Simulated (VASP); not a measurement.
# SnO in VASP: notebook, part 2 of 2

VASP 6.6.1. The steps go on from the part before.

**3. Single point, PBE**

This run uses another cell than the first one: it holds 8 atoms, not 4.

INCAR

```
PREC = Accurate
ENCUT = 520
EDIFF = 1E-7
ISMEAR = 0
SIGMA = 0.1
LREAL = F
LASPH = T
NELM = 60
ALGO = Normal
ISIF = 2
LWAVE = F
LCHARG = F
GGA = PE
NBANDS = 50
```

KPOINTS

```
regular mesh
0
Gamma
  4 4 2
```

POSCAR

```
SnO
1.0
   -3.8683851360      0.0000000000      0.0000000000
    0.0000000000      0.0000000000     -5.0681278375
    0.0000000000     -7.7367702720      0.0000000000
Sn O
4 4
Direct
    0.5000000000      0.7713437015      0.0000000000
    0.5000000000      0.7713437015      0.5000000000
    0.0000000000      0.2286562985      0.7500000000
    0.0000000000      0.2286562985      0.2500000000
    1.0000000000      0.0000000000      1.0000000000
    1.0000000000      0.0000000000      0.5000000000
    0.5000000000      0.0000000000      0.7500000000
    0.5000000000      0.0000000000      0.2500000000
```

Potentials or basis: VASP PAW PBE potentials, release 64 (Sn_d, O).

Run with:

```bash
> cat potpaw_PBE.64/Sn_d/POTCAR potpaw_PBE.64/O/POTCAR > POTCAR
> mpirun -np 1 vasp_std > vasp.out
```

OUTCAR:

```text
PREC = Accurate
   ENCUT = 520
   EDIFF = 1E-7
   ISMEAR = 0
   LREAL = F
   LASPH = T
   NELM = 60
   ISIF = 2
   GGA = PE

 ion  position               nearest neighbor table
   1  0.500  0.771  0.000-   5 2.25   7 2.25   8 2.25   5 2.25   3 3.59   3 3.59   4 3.59   4 3.59

   2  0.500  0.771  0.500-   6 2.25   7 2.25   8 2.25   6 2.25   3 3.59   3 3.59   4 3.59   4 3.59

   3  0.000  0.229  0.750-   5 2.25   6 2.25   7 2.25   7 2.25   1 3.59   1 3.59   2 3.59   2 3.59

   4  0.000  0.229  0.250-   5 2.25   6 2.25   8 2.25   8 2.25   1 3.59   1 3.59   2 3.59   2 3.59

   5  0.000  0.000  0.000-   1 2.25   3 2.25   4 2.25   1 2.25
   6  0.000  0.000  0.500-   2 2.25   3 2.25   4 2.25   2 2.25
   7  0.500  0.000  0.750-   1 2.25   2 2.25   3 2.25   3 2.25
   8  0.500  0.000  0.250-   1 2.25   2 2.25   4 2.25   4 2.25

  LATTYP: Found a simple orthorhombic cell.
 ALAT       =     3.8683851360
 B/A-ratio  =     1.3101404486
 C/A-ratio  =     2.0000000000

  Lattice vectors:

 A1 = (  -3.8683851360,   0.0000000000,   0.0000000000)
 A2 = (   0.0000000000,   0.0000000000,  -5.0681278375)
 A3 = (   0.0000000000,  -7.7367702720,   0.0000000000)

Analysis of symmetry for initial positions (statically):
=====================================================================
 Subroutine PRICEL returns following result:

  LATTYP: Found a simple tetragonal cell.
 ALAT       =     3.8683851360
 C/A-ratio  =     1.3101404486

  Lattice vectors:

 A1 = (   3.8683851360,   0.0000000000,   0.0000000000)
 A2 = (   0.0000000000,  -3.8683851360,   0.0000000000)
 A3 = (   0.0000000000,   0.0000000000,  -5.0681278375)

   2 primitive cells build up your supercell.

 Routine SETGRP: Setting up the symmetry group for a
 simple orthorhombic supercell.

 Subroutine GETGRP returns: Found  8 space group operations
 (whereof  4 operations were pure point group operations)
 out of a pool of  8 trial point group operations.

The static configuration has the point symmetry C_2v.
 The point group associated with its full space group is D_2h.

Analysis of symmetry for dynamics (positions and initial velocities):
=====================================================================
 Subroutine PRICEL returns following result:

  LATTYP: Found a simple tetragonal cell.
 ALAT       =     3.8683851360
 C/A-ratio  =     1.3101404486

  Lattice vectors:

 A1 = (   3.8683851360,   0.0000000000,   0.0000000000)
 A2 = (   0.0000000000,  -3.8683851360,   0.0000000000)
 A3 = (   0.0000000000,   0.0000000000,  -5.0681278375)

   2 primitive cells build up your supercell.

 Routine SETGRP: Setting up the symmetry group for a
 simple orthorhombic supercell.

 Subroutine GETGRP returns: Found  8 space group operations
 (whereof  4 operations were pure point group operations)
 out of a pool of  8 trial point group operations.

[... 51 lines left out ...]

  Shift w.r.t. Gamma in fractional coordinates (k-lattice)
     0.000000000  0.000000000  0.000000000

 Subroutine IBZKPT returns following result:
 ===========================================

 Found     18 irreducible k-points:

 Following reciprocal coordinates:
            Coordinates               Weight
  0.000000  0.000000  0.000000      1.000000
  0.250000  0.000000  0.000000      2.000000
  0.500000  0.000000  0.000000      1.000000
  0.000000  0.250000  0.000000      2.000000
  0.250000  0.250000  0.000000      4.000000
  0.500000  0.250000  0.000000      2.000000
[... 10 lines left out ...]
  0.250000  0.500000  0.500000      2.000000
  0.500000  0.500000  0.500000      1.000000
   k-points           NKPTS =     18   k-points in BZ     NKDIM =     18   number of bands    NBANDS=     50
   number of dos      NEDOS =    301   number of ions     NIONS =      8
   total plane-waves  NPLWV =  72000
   dimension x,y,z NGX =    30 NGY =   40 NGZ =   60
   dimension x,y,z NGXF=    60 NGYF=   80 NGZF=  120
   ions per type =               4   4
   NGX,Y,Z   is equivalent  to a cutoff of  12.89, 13.12, 12.89 a.u.
   NGXF,Y,Z  is equivalent  to a cutoff of  25.79, 26.24, 25.79 a.u.
 SYSTEM =  unknown system
   PREC   = accura    normal or accurate (medium, high low for compatibility)
   ISTART =      0    job   : 0-new  1-cont  2-samecut
   ICHARG =      2    charge: 1-file 2-atom 10-const
   ISPIN  =      1    spin polarized calculation?
   LNONCOLLINEAR =      F non collinear calculations
   LSORBIT =      F    spin-orbit coupling
   LASPH  =      T    aspherical Exc in radial PAW
   ENCUT  =  520.0 eV  38.22 Ry    6.18 a.u.   7.19  9.42 14.39*2*pi/ulx,y,z
   NELM   =     60;   NELMIN=  2; NELMDL= -5     # of ELM steps
   EDIFF  = 0.1E-06   stopping-criterion for ELM
   LREAL  =      F    real-space projection
   EDIFFG = 0.1E-05   stopping-criterion for IOM
   NSW    =      0    number of steps for IOM
   IBRION =     -1    ionic relax: 0-MD 1-quasi-New 2-CG
   NFREE  =      0    steps in history (QN), initial steepest desc. (CG)
   ISIF   =      2    stress and relaxation
   ISYM   =      2    0-nonsym 1-usesym 2-fastsym
   POTIM  = 0.5000    time-step for ionic-motion
   TEBEG  =    0.0;   TEEND  =   0.0 temperature during run
   PSTRESS=    0.0 pullay stress
   NELECT =      80.0000    total number of electrons
   NUPDOWN=      -1.0000    fix difference up-down
   EMIN   =  10.00;   EMAX   =-10.00  energy-range for DOS
   EFERMI =   0.00;   METHOD = LEGACY
   ISMEAR =     0;   SIGMA  =   0.10  broadening in eV -4-tet -1-fermi 0-gaus
   EFERMI_NEDOS =   21; number of points for ismear=-14 and -15
   IALGO  =     38    algorithm
   IMIX   =      4    mixing-type and parameters
     AMIX     =   0.40;   BMIX     =  1.00
     AMIX_MAG =   1.60;   BMIX_MAG =  1.00
  volume/ion in A,a.u.               =      18.96       127.95
  Fermi-wavevector in a.u.,A,eV,Ry     =   1.322693  2.499528 23.803633  1.749518
  Thomas-Fermi vector in A             =   2.452356
   LORBIT       =      0    0 simple, 1 ext, 2 COOP (PROOUT), +10 PAW based schemes
   GGA     = PE    functional components
   LHFCALC =     F    Hartree Fock is set to
   AEXX    =    0.0000 exact exchange contribution
   IVDW    =     0    specifies the selected vdW correction
   LEPSILON=     F    determine dielectric tensor
   LRPA    =     F    only Hartree local field effects (RPA)
 non-spin polarized calculation
 Gauss-broadening in eV      SIGMA  =   0.10
  energy-cutoff  :      520.00
  volume of cell :      151.68
 maximum number of plane-waves:      4110
 NGX is ok and might be reduce to    30

 number of electron      79.9999990 magnetization

 Free energy of the ion-electron system (eV)
  ---------------------------------------------------
  ext. energy  EPLUGINS =         0.00000000
  ---------------------------------------------------
  free energy    TOTEN  =       -45.43771332 eV

  energy without entropy =      -45.43770585  energy(sigma->0) =      -45.43770958

 E-fermi :   6.3789     XC(G=0):  -9.8185

 val. band max:        6.1303349639   @ k =   0.0000   0.0000   0.0000
 cond. band min:       6.6402689033   @ k =   0.5000   0.0000   0.0000
 fundamental gap:      0.5099339394
 Fermi energy:         6.3789387145

 k-point     1 :       0.0000    0.0000    0.0000
  band No.  band energies     occupation
      1     -15.6086      2.00000
      2     -15.4860      2.00000
      3     -15.4860      2.00000
      4     -15.2443      2.00000
      5     -15.2392      2.00000
      6     -15.2392      2.00000
[... 943 lines left out ...]
     49      12.4606      0.00000
     50      12.4606      0.00000

------------------------ aborting loop because EDIFF is reached ----------------------------------------

  FORCE on cell =-STRESS in cart. coord.  units (eV):
  Direction    XX          YY          ZZ          XY          YZ          ZX
  --------------------------------------------------------------------------------------
  -------------------------------------------------------------------------------------
  Total        0.2136812      0.2136876      0.3017505      0.0000000      0.0000000      0.0000000
  in kB        2.2570433      2.2571116      3.1872897      0.0000000      0.0000000      0.0000000
  external PRESSURE =       2.5671482 kB  Pullay stress =       0.0000000 kB

 VOLUME and BASIS-vectors are now :
 -----------------------------------------------------------------------------
  energy-cutoff  :      520.00
  volume of cell :      151.68
      direct lattice vectors                 reciprocal lattice vectors
    -3.868385136  0.000000000  0.000000000    -0.258505801  0.000000000  0.000000000
     0.000000000  0.000000000 -5.068127837     0.000000000  0.000000000 -0.197311519
     0.000000000 -7.736770272  0.000000000     0.000000000 -0.129252901  0.000000000

 POSITION                                       TOTAL-FORCE (eV/Angst)
 -----------------------------------------------------------------------------------
     -1.93419      0.00000     -3.90927        -0.000000      0.000000      0.074315
     -1.93419     -3.86839     -3.90927        -0.000000      0.000000      0.074315
      0.00000     -5.80258     -1.15886         0.000000     -0.000000     -0.074315
      0.00000     -1.93419     -1.15886         0.000000     -0.000000     -0.074315
      0.00000      0.00000      0.00000        -0.000000     -0.000000     -0.000001
      0.00000     -3.86839      0.00000        -0.000000     -0.000000     -0.000001
     -1.93419     -5.80258      0.00000         0.000000     -0.000000      0.000001
     -1.93419     -1.93419      0.00000         0.000000     -0.000000      0.000001
 -----------------------------------------------------------------------------------
    total drift:                               -0.000000     -0.000000      0.000000

  FREE ENERGIE OF THE ION-ELECTRON SYSTEM (eV)
  ---------------------------------------------------
  free  energy   TOTEN  =       -45.4377133158 eV

  energy  without entropy=      -45.4377058531  energy(sigma->0) =      -45.43770958
```

Wall time 5.4 min (1 thread of Intel Xeon Platinum 8259CL at 2.50GHz (Skylake/Cascade Lake), shared host); peak memory 0.31 GiB.

Results:

- Free energy: -45.4377 eV
- Pressure: 0.3 GPa
- Largest force: 0.074 eV/Å
- Band gap on the k mesh: 0.51 eV

Forces on the atoms (eV/Å):
```
Sn   0.000  0.000  0.074
Sn   0.000  0.000  0.074
Sn   0.000  0.000 -0.074
Sn   0.000  0.000 -0.074
O    0.000  0.000  0.000
O    0.000  0.000  0.000
O    0.000  0.000  0.000
O    0.000  0.000  0.000
```

Stress tensor (GPa, compression positive):
```
0.23 0.00 0.00
0.00 0.23 0.00
0.00 0.00 0.32
```

Levels at points of the mesh, in eV from the valence-band top:
| k point | band 37 | band 38 | band 39 | band 40 | band 41 | band 42 | band 43 | band 44 |
| --- | --- | --- | --- | --- | --- | --- | --- | --- |
| (0.00, 0.00, 0.00) | -2.88 | -2.33 | -2.33 | 0.00 | 1.91 | 3.04 | 3.04 | 4.06 |
| (0.50, 0.00, 0.00) | -2.24 | -2.24 | -1.74 | -1.74 | 0.51 | 0.51 | 3.04 | 3.04 |
| (0.00, 0.50, 0.00) | -2.89 | -1.93 | -1.53 | -1.53 | 1.72 | 2.48 | 2.48 | 3.31 |
| (0.50, 0.50, 0.00) | -2.24 | -2.24 | -1.53 | -1.53 | 2.48 | 2.48 | 2.62 | 2.62 |
| (0.00, 0.00, 0.50) | -3.21 | -3.21 | -0.37 | -0.37 | 2.95 | 2.95 | 3.25 | 3.25 |
| (0.50, 0.00, 0.50) | -2.10 | -2.10 | -2.10 | -2.10 | 2.00 | 2.00 | 2.00 | 2.00 |
| (0.00, 0.50, 0.50) | -1.79 | -1.79 | -1.58 | -1.58 | 1.63 | 1.63 | 2.84 | 2.84 |
| (0.50, 0.50, 0.50) | -1.85 | -1.85 | -1.85 | -1.85 | 2.76 | 2.76 | 2.76 | 2.76 |

Caveat: spin-orbit coupling is left out, which moves the levels of the heavy elements.

**4. Single point, PBE**

This run uses another cell than the first one: it holds 8 atoms, not 4.

INCAR

```
SYSTEM = SnO
PREC = Accurate
ENCUT = 520
EDIFF = 1E-6
ISMEAR = 0
SIGMA = 0.1
LREAL = .False.
LASPH = .True.
NELM = 60
ALGO = Normal
ISIF = 2
LWAVE = .False.
LCHARG = .False.
GGA = PE
NBANDS = 50
```

KPOINTS

```
Automatic mesh
0
Gamma
  4 4 2
  0 0 0
```

POSCAR

```
SnO
1.0
   -3.8913784770     -0.0001193204     -0.0022915205
   -0.0032517921      0.0018522082     -5.0822374225
   -0.0006978911     -7.6883625272      0.0029555451
Sn O
4 4
Direct
    0.5003597390      0.7718627769     -0.0001038297
    0.5003638140      0.7718555991      0.4998985558
   -0.0003616527      0.2281438892      0.7501033050
   -0.0003598534      0.2281393708      0.2501036189
    0.9999593258     -0.0022798803      0.9999910145
    0.9999594734     -0.0022727964      0.4999858582
    0.5000429858      0.0022700290      0.7500121958
    0.5000361680      0.0022810118      0.2500092815
```

Run with:

```bash
> cat potpaw_PBE.64/Sn_d/POTCAR potpaw_PBE.64/O/POTCAR > POTCAR
> mpirun -np 1 vasp_std > vasp.out
```

Wall time 6.8 min (1 thread of Intel Xeon Platinum 8259CL at 2.50GHz (Skylake/Cascade Lake), shared host); peak memory 0.31 GiB.

The run converged. Its results:

| Quantity | Value |
| --- | --- |
| Free energy | -45.4378 eV |
| Pressure | 0.2 GPa |
| Largest force | 0.073 eV/Å |
| Band gap on the k mesh | 0.52 eV |

Forces in eV/Å, atoms in the order of the input:
```
Sn   0.001  0.000  0.073
Sn   0.001  0.000  0.072
Sn  -0.001  0.000 -0.072
Sn  -0.001  0.000 -0.073
O    0.000  0.000  0.001
O    0.000  0.000  0.001
O    0.000  0.000 -0.001
O    0.000  0.000 -0.001
```

Stress tensor (GPa, compression positive):
```
 0.18 -0.01 -0.02
-0.01  0.26  0.01
-0.02  0.01  0.26
```

Levels at points of the mesh, in eV from the valence-band top:
| k point | band 37 | band 38 | band 39 | band 40 | band 41 | band 42 | band 43 | band 44 |
| --- | --- | --- | --- | --- | --- | --- | --- | --- |
| (0.00, 0.00, 0.00) | -2.87 | -2.31 | -2.30 | 0.00 | 1.90 | 2.98 | 2.99 | 4.04 |
| (0.50, 0.00, 0.00) | -2.24 | -2.24 | -1.73 | -1.73 | 0.52 | 0.52 | 3.06 | 3.07 |
| (0.00, 0.50, 0.00) | -2.88 | -1.94 | -1.53 | -1.52 | 1.73 | 2.47 | 2.48 | 3.25 |
| (0.50, 0.50, 0.00) | -2.23 | -2.23 | -1.54 | -1.53 | 2.45 | 2.46 | 2.62 | 2.62 |
| (0.00, 0.00, 0.50) | -3.24 | -3.24 | -0.34 | -0.34 | 2.95 | 2.95 | 3.24 | 3.24 |
| (0.50, 0.00, 0.50) | -2.10 | -2.10 | -2.09 | -2.09 | 2.02 | 2.02 | 2.03 | 2.03 |
| (0.00, 0.50, 0.50) | -1.79 | -1.79 | -1.60 | -1.60 | 1.68 | 1.68 | 2.87 | 2.87 |
| (0.50, 0.50, 0.50) | -1.85 | -1.85 | -1.84 | -1.84 | 2.76 | 2.76 | 2.77 | 2.77 |

Caveat: spin-orbit coupling is left out, which moves the levels of the heavy elements. As with any semilocal functional, this PBE gap is likely too small.

**5. Summary**

```csv
cell,k mesh,gap on the mesh (eV),pressure (GPa),largest force (eV/Å)
"a = 3.870, b = 3.870, c = 5.057 Å, 4 atoms",4 × 4 × 4,0.50,0.2,0.05
"a = 3.868, b = 5.068, c = 7.737 Å, 8 atoms",4 × 4 × 2,0.51,0.3,0.07
"a = 3.891, b = 5.082, c = 7.688 Å, angles 90.0, 90.0, 89.9°, 8 atoms",4 × 4 × 2,0.52,0.2,0.07
```

Alike in all rows: task single point; level PBE; potentials or basis VASP PAW PBE potentials, release 64 (Sn_d, O); no spin polarisation; cutoff (eV) 520; smearing gaussian 0.1 eV.

Caveats: spin-orbit coupling is left out, which moves the levels of the heavy elements.

Absolute energies hang on the potentials; compare differences alone.
